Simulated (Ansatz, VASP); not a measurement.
One calculation of Pt, two programs

```xyz
2
Lattice="2.3448 0.0000 0.0000 -1.1724 2.0306 0.0000 0.0000 0.0000 4.7814" Properties=species:S:1:pos:R:3 pbc="T T T"
Pt    1.1724    0.6769    3.5860
Pt    0.0000    1.3537    1.1953
```

Change from the starting cell: normal strain along x -0.1500, normal strain along y -0.1500.

Alike in both runs: task single point; functional PBE; k mesh 18 × 18 × 10; occupations gaussian, width 0.15 eV; no spin polarisation.

|  | VASP | Ansatz |
| --- | --- | --- |
| version | VASP 6.6.1 | Ansatz 0.2.0 |
| potentials or method | VASP PAW PBE potentials, release 64 (Pt), cutoff 520 eV | scalar-relativistic, plane waves, PAW |
| valence electrons in the cell | 20 | 36 |

```tsv
	VASP	Ansatz	Ansatz less VASP
gap on the k mesh at the Fermi level (eV)	none	none	-
pressure (GPa)	225.6	225.5	-0.08
traceless stress, the component that is largest in VASP (GPa)	-137.02	-137.69	-0.674
```

A gap of «none» marks a metal or a gap that the smearing closes. Both programs put the cell under a high pressure, so it lies far from rest at this level. VASP's potentials hold 20 valence electrons a cell and Ansatz's 36, so a difference there can come from the potentials and not from the codes.

Neither program's run includes spin-orbit coupling. Noted on VASP's run: the cell as given lies far from equilibrium.
